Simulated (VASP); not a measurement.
A run of VASP 6.6.1 is set up as follows.

Contents of INCAR:

```
PREC = Accurate
ENCUT = 500
EDIFF = 1E-6
ISMEAR = -1
SIGMA = 0.05
LREAL = F
LASPH = T
NELM = 120
ALGO = Normal
ISIF = 2
LWAVE = F
LCHARG = F
NBANDS = 26
GGA_COMPAT = F
```

File KPOINTS:

```
Automatic mesh
0
Gamma
  8 8 4
```

The input POSCAR:

```
AgI
1.0
    4.4849896914      0.0000000000      0.0000000000
   -2.2424948457      3.8841150085      0.0000000000
    0.0000000000      0.0000000000      7.3405745134
Ag I
2 2
Direct
    0.6666666667      0.3333333333      0.6277265145
    0.3333333333      0.6666666667      0.1277265145
    0.6666666667      0.3333333333      0.0022734855
    0.3333333333      0.6666666667      0.5022734855
```

Potentials or basis: VASP PAW LDA potentials, release 64 (Ag, I).

Command:

```console
$ cat potpaw_LDA.64/Ag/POTCAR potpaw_LDA.64/I/POTCAR > POTCAR
$ mpirun -np 1 vasp_std > vasp.out
```

(1) What does it give for the pressure?

(2) Estimate the band gap on the k mesh.

Answers

(1) 0.0 GPa.

(2) 1.13 eV.

Caveat: spin-orbit coupling is left out, which moves the levels of the heavy elements.
